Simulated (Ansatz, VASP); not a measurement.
**PIr2 in VASP and in Ansatz**

File INCAR:

```
ALGO = Normal ; EDIFF = 1E-6
ENCUT = 520 ; ISIF = 2
ISMEAR = -1 ; LASPH = T
LCHARG = F ; LREAL = F
LWAVE = F ; NBANDS = 18
NELM = 60 ; PREC = Accurate
SIGMA = 0.05
```

File KPOINTS:

```
k-points
0
Gamma
  11 11 11
```

The input POSCAR:

```
PIr2
1.0
    0.0000000000      2.7582440780      2.7582440780
    2.7582440780      0.0000000000      2.7582440780
    2.7582440780      2.7582440780      0.0000000000
P Ir
1 2
Direct
    0.0000000000      0.0000000000      0.0000000000
    0.2500000000      0.2500000000      0.2500000000
    0.7500000000      0.7500000000      0.7500000000
```

Input for Ansatz:

```yaml
crystal:
  lattice:
    - [0.0, 2.758244078, 2.758244078]
    - [2.758244078, 0.0, 2.758244078]
    - [2.758244078, 2.758244078, 0.0]
  atoms:
    - { symbol: P, position: [0.0, 0.0, 0.0] }
    - { symbol: Ir, position: [0.25, 0.25, 0.25] }
    - { symbol: Ir, position: [0.75, 0.75, 0.75] }
kpoints:
  mp_grid: { grid: [11, 11, 11] }
  band_path:
    path:
      - [0.0, 0.0, 0.0]
      - [0.5, 0.0, 0.5]
      - [0.625, 0.25, 0.625]
      - [0.375, 0.375, 0.75]
      - [0.0, 0.0, 0.0]
      - [0.5, 0.5, 0.5]
      - [0.5, 0.25, 0.75]
      - [0.5, 0.0, 0.5]
    npoints: 5
scf:
  occupations: { method: fermi_dirac, width: 0.05 }
hamiltonian:
  xc: lda
  pseudopotentials: { kind: all_electron, lapw: { basis_error: 0.001 } }
output:
  forces: true
  stress: true
  eigenvalues: true
```

Change from the starting cell: volume scaled by 0.99.

Alike in both runs: task single point; functional LDA; k mesh 11 × 11 × 11; occupations fermi-dirac, width 0.05 eV; no spin polarisation.

|  | VASP | Ansatz |
| --- | --- | --- |
| version | VASP 6.6.1 | Ansatz 0.2.0 |
| potentials or method | VASP PAW LDA potentials, release 64 (P, Ir), cutoff 520 eV | all-electron LAPW, scalar-relativistic |

```tsv
	VASP	Ansatz	Ansatz less VASP
pressure (GPa)	0.2	-1.8	-1.93
```

LDA's correlation is that of Perdew and Zunger in VASP and of Perdew and Wang (1992) in Ansatz. Ansatz ran all-electron here, and VASP with PAW potentials.

Neither program's run includes spin-orbit coupling.
